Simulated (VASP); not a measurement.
# Ca3Mg5O8 (P1) in VASP: single point with r2SCAN

Aim: the single point of Ca3Mg5O8 with r2SCAN.

Program: VASP 6.6.1. These are calculated values, not measurements. Logs are shortened: lines on timing, memory, paths and dates and some standing lists are left out, and cuts for length are marked.

### 1 The cell of the first run

The typed cell holds 64 atoms: a = 8.911 Å, b = 8.911 Å, c = 8.911 Å, α = 90.00°, β = 90.00°, γ = 90.00°.

### 2 Single point, r2SCAN

File POSCAR:

```
Ca3Mg5O8
1.0
    8.9106130000      0.0000000000      0.0000000000
    0.0000000000      8.9106130000      0.0000000000
    0.0000000000      0.0000000000      8.9106130000
O Ca Mg
32 12 20
Direct
    0.2637510000      0.9988730000      0.9882170000
    0.2656750000      0.9987560000      0.5132480000
    0.2565110000      0.5002700000      0.9967580000
    0.2646160000      0.5007670000      0.5058580000
    0.7354200000      0.9987200000      0.9975130000
    0.7353130000      0.9887440000      0.5020360000
    0.7404890000      0.5009840000      0.9990450000
    0.7364750000      0.5105770000      0.5011230000
    0.0135370000      0.2610990000      0.9973980000
    0.0012960000      0.2515770000      0.5047510000
    0.0141260000      0.7380950000      0.9995580000
    0.9909270000      0.7494680000      0.4997650000
    0.4883280000      0.2524660000      0.9892580000
    0.5003020000      0.2503230000      0.5126220000
    0.4905420000      0.7477880000      0.9970340000
    0.5078550000      0.7490990000      0.5033400000
    0.9863160000      0.0118810000      0.2484690000
    0.9906920000      0.0138930000      0.7512750000
    0.9976460000      0.4901840000      0.2374060000
    0.9989990000      0.4885680000      0.7614550000
    0.5104670000      0.9896730000      0.2493630000
    0.5029200000      0.9999090000      0.7510430000
    0.5011820000      0.5090420000      0.2468410000
    0.5003900000      0.4998910000      0.7524890000
    0.2411260000      0.2618030000      0.2369790000
    0.2516160000      0.2516670000      0.7616680000
    0.2615000000      0.7383120000      0.2387700000
    0.2631110000      0.7470930000      0.7604820000
    0.7594610000      0.2557360000      0.2500880000
    0.7464660000      0.2525960000      0.7505820000
    0.7388900000      0.7470510000      0.2590870000
    0.7373160000      0.7483930000      0.7415130000
    0.0031800000      0.0043020000      0.9972110000
    0.9949920000      0.0021720000      0.5023660000
    0.9977100000      0.4981540000      0.5003360000
    0.2522430000      0.2520540000      0.5044520000
    0.2578530000      0.7476600000      0.5024680000
    0.7499160000      0.2518620000      0.9982340000
    0.7482350000      0.2503780000      0.5020570000
    0.7440640000      0.7480780000      0.9991990000
    0.2555520000      0.9995490000      0.2448270000
    0.9977590000      0.7449310000      0.2478780000
    0.0000030000      0.7477950000      0.7515520000
    0.5009470000      0.2522830000      0.2480100000
    0.0091930000      0.4959200000      0.9982740000
    0.4991360000      0.9959730000      0.9926070000
    0.5040460000      0.9931750000      0.5082620000
    0.4971020000      0.5026290000      0.9957380000
    0.5020110000      0.5056240000      0.5056470000
    0.2526900000      0.2573250000      0.9944970000
    0.2584810000      0.7431040000      0.9960170000
    0.7393240000      0.7486110000      0.5014570000
    0.2654680000      0.0038530000      0.7546370000
    0.2567080000      0.5004270000      0.2374780000
    0.2594430000      0.4972210000      0.7574780000
    0.7435980000      0.9945160000      0.2534610000
    0.7403050000      0.0006120000      0.7483260000
    0.7437740000      0.5027080000      0.2485270000
    0.7411880000      0.4990620000      0.7515410000
    0.9996450000      0.2565300000      0.2415120000
    0.0033050000      0.2533300000      0.7556150000
    0.4990330000      0.2520400000      0.7526820000
    0.5021820000      0.7463360000      0.2490800000
    0.5004490000      0.7477300000      0.7511700000
```

File INCAR.step1:

```
SYSTEM = Ca3Mg5O8
  ALGO = Normal
  EDIFF = 1E-5
  ENCUT = 660
  GGA = PE
  GGA_COMPAT = .FALSE.
  ISMEAR = -1
  ISYM = 0
  LASPH = .TRUE.
  LCHARG = .FALSE.
  LREAL = Auto
  LWAVE = .TRUE.
  NBANDS = 214
  NELM = 120
  PREC = Accurate
  SIGMA = 0.05
```

File INCAR.step2:

```
SYSTEM = Ca3Mg5O8
  ALGO = Normal
  EDIFF = 1E-6
  ENCUT = 660
  GGA_COMPAT = .FALSE.
  ISIF = 2
  ISMEAR = -1
  ISTART = 1
  ISYM = 0
  LASPH = .TRUE.
  LCHARG = .TRUE.
  LELF = .TRUE.
  LMIXTAU = .TRUE.
  LREAL = Auto
  LVHAR = .TRUE.
  LWAVE = .FALSE.
  METAGGA = R2SCAN
  NBANDS = 214
  NELM = 120
  PREC = Accurate
  SIGMA = 0.05
```

File KPOINTS:

```
Automatic mesh
0
Gamma
  1 1 1
  0.25 0.25 0.25
```

Potentials or basis: VASP PAW PBE potentials, release 64 (O, Ca_sv, Mg).

Started as:

```
cat potpaw_PBE.64/O/POTCAR potpaw_PBE.64/Ca_sv/POTCAR potpaw_PBE.64/Mg/POTCAR > POTCAR
cp INCAR.step1 INCAR
mpirun -np 1 vasp_std > vasp.out
cp INCAR.step2 INCAR
mpirun -np 1 vasp_std > vasp.out
```

OUTCAR:

```text
SYSTEM = Ca3Mg5O8
   EDIFF = 1E-6
   ENCUT = 660
   ISIF = 2
   ISMEAR = -1
   ISTART = 1
   ISYM = 0
   LASPH = .TRUE.
   LREAL = Auto
   METAGGA = R2SCAN
   NELM = 120
   PREC = Accurate

 ion  position               nearest neighbor table
   1  0.264  0.999  0.988-  53 2.08  46 2.10  51 2.28  41 2.29  50 2.31  33 2.32
   2  0.266  0.999  0.513-  47 2.13  53 2.15  37 2.24  36 2.26  41 2.39  34 2.41
   3  0.257  0.500  0.997-  55 2.13  48 2.14  54 2.14  51 2.16  50 2.17  45 2.20
   4  0.265  0.501  0.506-  49 2.12  37 2.20  36 2.22  55 2.24  35 2.38  54 2.39
   5  0.735  0.999  0.998-  46 2.11  57 2.22  40 2.23  38 2.26  56 2.28  33 2.39
   6  0.735  0.989  0.502-  47 2.06  52 2.14  57 2.20  56 2.22  34 2.32  39 2.33
[... 24 lines left out ...]
  31  0.739  0.747  0.259-  63 2.11  52 2.16  58 2.18  56 2.21  42 2.31  40 2.32
  32  0.737  0.748  0.742-  64 2.11  52 2.14  59 2.22  57 2.25  40 2.30  43 2.34
  33  0.003  0.004  0.997-  18 2.20  17 2.24   9 2.29   1 2.32  11 2.37   5 2.39  61 3.09  60 3.13
                            41 3.15  38 3.16  43 3.16  50 3.17  53 3.18  57 3.23  56 3.25  51 3.25
  34  0.995  0.002  0.502-  18 2.22  10 2.22  12 2.25  17 2.27   6 2.32   2 2.41  39 3.12  56 3.15
                            57 3.15  43 3.17  61 3.18  52 3.21  60 3.25  53 3.30
  35  0.998  0.498  0.500-  10 2.20  12 2.24  20 2.33   8 2.33  19 2.34   4 2.38  39 3.13  42 3.15
                            61 3.15  36 3.16  60 3.16  43 3.16  58 3.19  59 3.20  52 3.21  55 3.27
  36  0.252  0.252  0.504-  14 2.21   4 2.22  10 2.24   2 2.26  26 2.29  25 2.39  62 3.12  55 3.14
                            53 3.14  61 3.15  35 3.16  49 3.17  47 3.22  60 3.25  54 3.25
  37  0.258  0.748  0.502-   4 2.20  16 2.23   2 2.24  28 2.30  27 2.35  12 2.38  49 3.06  64 3.10
                            47 3.10  63 3.14  55 3.18  53 3.20  54 3.23
  38  0.750  0.252  0.998-  30 2.21   7 2.22  29 2.25   5 2.26  13 2.33   9 2.35  60 3.11  59 3.11
                            61 3.13  62 3.13  44 3.14  33 3.16  58 3.16  57 3.16  45 3.17  48 3.17
  39  0.748  0.250  0.502-  14 2.21  30 2.21  29 2.25  10 2.26   8 2.32   6 2.33  34 3.12  57 3.13
                            35 3.13  59 3.14  62 3.15  44 3.16  49 3.16  47 3.16  56 3.18  58 3.19
  40  0.744  0.748  0.999-   7 2.20   5 2.23  15 2.26  32 2.30  31 2.32  11 2.41  64 3.10  63 3.10
                            48 3.10  46 3.11  58 3.12  59 3.13  56 3.16  42 3.17  57 3.17  43 3.17
  41  0.256  1.000  0.245-  21 2.27   1 2.29  27 2.33  25 2.34   2 2.39  17 2.40  46 3.12  44 3.14
                            63 3.15  33 3.15  51 3.18  50 3.20  47 3.23  60 3.23
  42  0.998  0.745  0.248-  11 2.22  12 2.25  19 2.27  31 2.31  27 2.35  17 2.38  58 3.13  45 3.14
                            35 3.15  40 3.17  56 3.17  54 3.17  52 3.23  51 3.23
  43  0.000  0.748  0.752-  11 2.22  12 2.25  20 2.31  32 2.34  28 2.35  18 2.37  45 3.14  35 3.16
                            33 3.16  51 3.17  34 3.17  40 3.17  59 3.20  55 3.21  52 3.22  57 3.23
  44  0.501  0.252  0.248-  23 2.29  29 2.30  13 2.31  25 2.32  21 2.34  14 2.36  54 3.10  58 3.11
                            41 3.14  38 3.14  56 3.15  39 3.16  50 3.16  48 3.17  49 3.22  46 3.22
  45  0.009  0.496  0.998-   9 2.09  20 2.11  19 2.13  11 2.16   3 2.20   7 2.39  50 3.04  60 3.04
                            61 3.06  54 3.07  55 3.09  51 3.13  43 3.14  42 3.14  38 3.17  59 3.25
  46  0.499  0.996  0.993-   1 2.10   5 2.11  22 2.15  15 2.21  13 2.29  21 2.29  53 2.97  57 3.06
[... 23 lines left out ...]
  58  0.744  0.503  0.249-  23 2.16  31 2.18  29 2.21   7 2.22   8 2.25  19 2.27  63 3.06  44 3.11
                            40 3.12  42 3.13  52 3.14  49 3.14  48 3.15  38 3.16  60 3.16  35 3.19
  59  0.741  0.499  0.752-  24 2.15  30 2.20   7 2.21  32 2.22   8 2.23  20 2.30  49 3.06  48 3.08
                            62 3.08  64 3.08  38 3.11  40 3.13  39 3.14  52 3.15  43 3.20  35 3.20
  60  1.000  0.257  0.242-  19 2.08  29 2.14  25 2.15   9 2.18  17 2.18  10 2.35  45 3.04  38 3.11
                            33 3.13  50 3.15  35 3.16  54 3.16  58 3.16  39 3.23  41 3.23  34 3.25
  61  0.003  0.253  0.756-  20 2.10  18 2.14   9 2.16  26 2.21  10 2.24  30 2.29  45 3.06  50 3.08
                            33 3.09  38 3.13  36 3.15  55 3.15  35 3.15  34 3.18  59 3.20  39 3.20
  62  0.499  0.252  0.753-  13 2.11  14 2.14  30 2.20  26 2.21  24 2.21  22 2.25  53 3.04  55 3.05
                            50 3.08  59 3.08  57 3.11  48 3.11  36 3.12  46 3.13  38 3.13  39 3.15
  63  0.502  0.746  0.249-  31 2.11  23 2.11  27 2.15  21 2.17  15 2.25  16 2.27  58 3.06  56 3.09
                            52 3.09  54 3.10  40 3.10  51 3.13  48 3.13  49 3.13  37 3.14  41 3.15
  64  0.500  0.748  0.751-  32 2.11  28 2.12  15 2.19  24 2.21  16 2.21  22 2.25  51 3.07  49 3.07
                            47 3.08  52 3.08  59 3.08  48 3.09  46 3.09  37 3.10  53 3.10  40 3.10

IMPORTANT INFORMATION: All symmetrisations will be switched off!
NOSYMM: (Re-)initialisation of all symmetry stuff for point group C_1.

----------------------------------------------------------------------------------------

[... 184 lines left out ...]
   NGXF,Y,Z  is equivalent  to a cutoff of  29.85, 29.85, 29.85 a.u.
 SYSTEM =  Ca3Mg5O8
   PREC   = accura    normal or accurate (medium, high low for compatibility)
   ISTART =      1    job   : 0-new  1-cont  2-samecut
   ICHARG =      0    charge: 1-file 2-atom 10-const
   ISPIN  =      1    spin polarized calculation?
   LNONCOLLINEAR =      F non collinear calculations
   LSORBIT =      F    spin-orbit coupling
   LASPH  =      T    aspherical Exc in radial PAW
   ENCUT  =  660.0 eV  48.51 Ry    6.96 a.u.  18.67 18.67 18.67*2*pi/ulx,y,z
   NELM   =    120;   NELMIN=  2; NELMDL=  0     # of ELM steps
   EDIFF  = 0.1E-05   stopping-criterion for ELM
   LREAL  =      T    real-space projection
   EDIFFG = 0.1E-04   stopping-criterion for IOM
   NSW    =      0    number of steps for IOM
   IBRION =     -1    ionic relax: 0-MD 1-quasi-New 2-CG
   NFREE  =      0    steps in history (QN), initial steepest desc. (CG)
   ISIF   =      2    stress and relaxation
   ISYM   =      0    0-nonsym 1-usesym 2-fastsym
   POTIM  = 0.5000    time-step for ionic-motion
   TEBEG  =    0.0;   TEEND  =   0.0 temperature during run
   PSTRESS=    0.0 pullay stress
   NELECT =     352.0000    total number of electrons
   NUPDOWN=      -1.0000    fix difference up-down
   EMIN   =  10.00;   EMAX   =-10.00  energy-range for DOS
   EFERMI =   0.00;   METHOD = LEGACY
   ISMEAR =    -1;   SIGMA  =   0.05  broadening in eV -4-tet -1-fermi 0-gaus
   EFERMI_NEDOS =   21; number of points for ismear=-14 and -15
   IALGO  =     38    algorithm
   IMIX   =      4    mixing-type and parameters
     AMIX     =   0.40;   BMIX     =  1.00
     AMIX_MAG =   1.60;   BMIX_MAG =  1.00
  volume/ion in A,a.u.               =      11.05        74.60
  Fermi-wavevector in a.u.,A,eV,Ry     =   1.297223  2.451397 22.895731  1.682789
  Thomas-Fermi vector in A             =   2.428630
   LORBIT       =      0    0 simple, 1 ext, 2 COOP (PROOUT), +10 PAW based schemes
   METAGGA = R2SCAN    functional components
   LHFCALC =     F    Hartree Fock is set to
   AEXX    =    0.0000 exact exchange contribution
   IVDW    =     0    specifies the selected vdW correction
   LEPSILON=     F    determine dielectric tensor
   LRPA    =     F    only Hartree local field effects (RPA)
 non-spin polarized calculation
  energy-cutoff  :      660.00
  volume of cell :      707.49
 maximum number of plane-waves:     27244
 NGX is ok and might be reduce to    80
   NGX = 37   NGY = 37   NGZ = 37

 number of electron     351.9999998 magnetization

 Free energy of the ion-electron system (eV)
  ---------------------------------------------------
  ext. energy  EPLUGINS =         0.00000000
  ---------------------------------------------------
  free energy    TOTEN  =      -549.04983770 eV

  energy without entropy =     -549.04983770  energy(sigma->0) =     -549.04983770

 E-fermi :   3.6463     XC(G=0): -11.3555

 val. band max:        2.2889293662   @ k =  -0.2500   0.2500   0.2500
 cond. band min:       8.1629417834   @ k =   0.2500  -0.2500   0.2500
 fundamental gap:      5.8740124172
 Fermi energy:         3.6463342745

 k-point     1 :       0.2500    0.2500    0.2500
  band No.  band energies     occupation
      1     -36.5256      2.00000
      2     -36.2490      2.00000
      3     -36.0691      2.00000
      4     -36.0365      2.00000
      5     -36.0100      2.00000
      6     -35.9772      2.00000
[... 753 lines left out ...]
    187       9.5476      0.00000
    188       9.5958      0.00000
 [bands above 188 left out]

------------------------ aborting loop because EDIFF is reached ----------------------------------------

  FORCE on cell =-STRESS in cart. coord.  units (eV):
  Direction    XX          YY          ZZ          XY          YZ          ZX
  --------------------------------------------------------------------------------------
  -------------------------------------------------------------------------------------
  Total       -1.8658749      4.3492722      4.6362329     -0.9168706     -0.4798330      1.2606822
  in kB       -4.2254246      9.8492786     10.4991243     -2.0763277     -1.0866206      2.8549168
  external PRESSURE =       5.3743261 kB  Pullay stress =       0.0000000 kB

 VOLUME and BASIS-vectors are now :
 -----------------------------------------------------------------------------
  energy-cutoff  :      660.00
  volume of cell :      707.49
      direct lattice vectors                 reciprocal lattice vectors
     8.910613000  0.000000000  0.000000000     0.112225725  0.000000000  0.000000000
     0.000000000  8.910613000  0.000000000     0.000000000  0.112225725  0.000000000
     0.000000000  0.000000000  8.910613000     0.000000000  0.000000000  0.112225725

 POSITION                                       TOTAL-FORCE (eV/Angst)
 -----------------------------------------------------------------------------------
      2.35018      8.90057      8.80562         0.161667     -0.004777     -0.172978
      2.36733      8.89953      4.57335         0.153070      0.004934      0.150236
      2.28567      4.45771      8.88172         0.006480     -0.000400     -0.000327
      2.35789      4.46214      4.50750         0.155594     -0.003550      0.017791
      6.55304      8.89921      8.88845        -0.154068      0.007859     -0.014426
      6.55209      8.81032      4.47345        -0.166715     -0.143982      0.004581
[... 56 lines left out ...]
      4.47475      6.65031      2.21946         0.023410     -0.023702      0.002218
      4.45931      6.66273      6.69339         0.001238      0.004174     -0.000036
 -----------------------------------------------------------------------------------
    total drift:                               -0.031554     -0.051672      0.006629

  FREE ENERGIE OF THE ION-ELECTRON SYSTEM (eV)
  ---------------------------------------------------
  free  energy   TOTEN  =      -549.0498377030 eV

  energy  without entropy=     -549.0498377030  energy(sigma->0) =     -549.04983770
```

It took 82 min on 1 thread of Intel Xeon Platinum 8488C (Sapphire Rapids), shared host; peak memory 1.5 GiB.

Results:

* Free energy: -549.0498 eV
* Pressure: 0.5 GPa
* Largest force: 0.263 eV/Å
* Band gap on the k mesh: 5.87 eV (least direct gap 5.88 eV)

Forces on the atoms (eV/Å):
```
O    0.162 -0.005 -0.173
O    0.153  0.005  0.150
O    0.006  0.000  0.000
O    0.156 -0.004  0.018
O   -0.154  0.008 -0.014
O   -0.167 -0.144  0.005
O   -0.030 -0.003 -0.001
O   -0.163  0.150  0.000
O    0.143  0.164 -0.012
O   -0.002 -0.014  0.021
O    0.150 -0.153  0.003
O   -0.147  0.009 -0.006
O   -0.153  0.009 -0.160
O   -0.005  0.002  0.157
O   -0.175 -0.009 -0.009
O    0.180 -0.006  0.006
O   -0.149  0.142  0.010
O   -0.027  0.161 -0.009
O   -0.004 -0.176 -0.149
O    0.000 -0.164  0.156
O    0.185 -0.137  0.002
O    0.003  0.000  0.001
O    0.008  0.156 -0.011
O    0.002  0.000  0.011
O   -0.155  0.161 -0.131
O    0.002  0.008  0.158
O    0.143 -0.168 -0.143
O    0.148 -0.008  0.157
O    0.171  0.024  0.002
O   -0.015  0.007 -0.006
O   -0.155 -0.007  0.145
O   -0.149 -0.003 -0.152
Ca  -0.016 -0.036  0.033
Ca   0.038 -0.017 -0.032
Ca   0.016  0.024 -0.016
Ca  -0.026 -0.027 -0.052
Ca  -0.078  0.032 -0.029
Ca   0.025 -0.031  0.030
Ca   0.035 -0.013 -0.031
Ca   0.077  0.020  0.014
Ca  -0.064  0.011  0.044
Ca   0.010  0.049  0.018
Ca  -0.001  0.032 -0.019
Ca  -0.004 -0.030  0.027
Mg   0.040 -0.040 -0.003
Mg  -0.011 -0.011 -0.047
Mg   0.033 -0.041  0.044
Mg  -0.036  0.016 -0.021
Mg   0.017  0.037  0.028
Mg   0.000  0.048 -0.036
Mg   0.045 -0.041 -0.022
Mg  -0.073 -0.004  0.010
Mg   0.073  0.010  0.031
Mg   0.026  0.004 -0.055
Mg   0.040 -0.015  0.045
Mg  -0.029 -0.026  0.016
Mg  -0.055 -0.003 -0.015
Mg  -0.021  0.016  0.008
Mg  -0.043  0.001 -0.006
Mg  -0.003  0.032 -0.041
Mg   0.011  0.020  0.030
Mg  -0.011 -0.004  0.018
Mg   0.023 -0.024  0.002
Mg   0.001  0.004  0.000
```

Stress tensor (GPa, compression positive):
```
-0.42 -0.21  0.29
-0.21  0.98 -0.11
 0.29 -0.11  1.05
```

Caveat: the PAW data sets were made with another functional, which shifts forces and pressure a little; a shifted mesh leaves out Γ, where band edges can lie. A k mesh can miss the band edges.
